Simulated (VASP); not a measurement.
Here is a VASP 6.6.1 calculation.

INCAR

```
SYSTEM = Cd
ALGO = Normal
EDIFF = 1E-6
ENCUT = 500
GGA = CA
GGA_COMPAT = .FALSE.
ISIF = 2
ISMEAR = 1
LASPH = .TRUE.
LCHARG = .TRUE.
LELF = .TRUE.
LREAL = .FALSE.
LVHAR = .TRUE.
LWAVE = .FALSE.
NBANDS = 12
NELM = 120
PREC = Accurate
SIGMA = 0.2
```

File KPOINTS:

```
k-points
0
G
  10 10 10
  0 0 0
```

File POSCAR:

```
Cd
1.0
    3.0445806124      0.0000000000      0.0000000000
    1.5222903062      2.6366841542      0.0000000000
    1.5222903062      0.8788947181      2.4858896604
Cd
1
Direct
    0.0000000000      0.0000000000      0.0000000000
```

Potentials or basis: VASP PAW LDA potentials, release 64 (Cd).

Launch:

```console
$ cat potpaw_LDA.64/Cd/POTCAR > POTCAR
$ mpirun -np 1 vasp_std > vasp.out
```

(1) Estimate the pressure.

(2) Predict the band gap on the k mesh.

Answers

(1) 0.6 GPa.

(2) zero (band 6 reaches 4.39 eV, above the bottom of band 7 at 2.07 eV).
